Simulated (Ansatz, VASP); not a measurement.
AlN: VASP beside Ansatz

```
Al N
1.0
     0.00000    2.20126    2.20126
     2.20126    0.00000    2.20126
     2.20126    2.20126    0.00000
Al N
1 1
Direct
  0.99085 0.00915 0.00915
  0.76763 0.73237 0.73237
```

Change from the starting cell: mode 4 frozen in at -0.078 Å, equal normal strain along x, y and z +0.0000.

Alike in both runs: task single point; functional PBE; k mesh 10 × 10 × 10; occupations gaussian, width 0.05 eV; no spin polarisation.

```csv
,VASP,Ansatz
version,VASP 6.6.1,Ansatz 0.2.0
potentials or method,"VASP PAW PBE potentials, release 64 (Al, N), cutoff 520 eV","scalar-relativistic, plane waves, PAW"
valence electrons in the cell,8,8
```

Ansatz gave:

- gap on the k mesh at the Fermi level (eV): 3.01
- least direct gap on the mesh (eV): 3.66
- pressure (GPa): 1.6
- traceless stress, the component that is largest in VASP (GPa): -7.25
- rms of the force components (eV/Å): 0.919

Which values does VASP return?

gap on the k mesh at the Fermi level (eV): 3.00; least direct gap on the mesh (eV): 3.67; pressure (GPa): 1.4; traceless stress, the component that is largest in VASP (GPa): -7.28; rms of the force components (eV/Å): 0.921.

Atom by atom the forces differ by 0.002 eV/Å (rms over components). With one functional, cell and mesh, what is left measures potentials, basis and numerics.
